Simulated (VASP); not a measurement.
FeGe:

```
CELL_PARAMETERS angstrom
5.09562 0.00000 0.00000
-2.54781 4.41294 0.00000
0.00000 0.00000 4.19648
ATOMIC_POSITIONS crystal
Ge 0.66667 0.33333 0.50000
Ge 0.33333 0.66667 0.50000
Ge 0.00000 0.00000 0.00000
Fe 0.00000 0.50000 0.00000
Fe 0.50000 0.50000 0.00000
Fe 0.50000 0.00000 0.00000
```

Base run:

* Program: VASP 6.6.1
* Functional: PBE
* Potentials or basis: VASP PAW PBE potentials, release 64 (Ge_d, Fe)
* Cutoff: 520 eV
* k mesh: 6 × 6 × 7
* Occupations: fermi-dirac, width 0.05 eV
* Spin: collinear spin, ferromagnetic start
* Starting moments: [0.0, 0.0, 0.0, 3.0, 3.0, 3.0] μB

Its results: pressure -9.0 GPa; net moment 5.08 μB per cell; site moments Ge -0.07, -0.10; Fe +1.80 μB.

Task: After a change of settings the same cell gave: pressure -20.0 GPa; net moment 4.16 μB per cell; site moments Ge -0.05, -0.08; Fe +1.46 μB. Which change was it?
A. functional from PBE to PBEsol
B. functional from PBE to PBEsol; further incar settings from ALGO = Normal; EDIFF = 1e-06; NBANDS = 46 to ALGO = Normal; EDIFF = 1e-07; NBANDS = 46
C. functional from PBE to LDA; potentials or basis from VASP PAW PBE potentials, release 64 (Ge_d, Fe) to VASP PAW LDA potentials, release 64 (Ge_d, Fe)

Result: C.
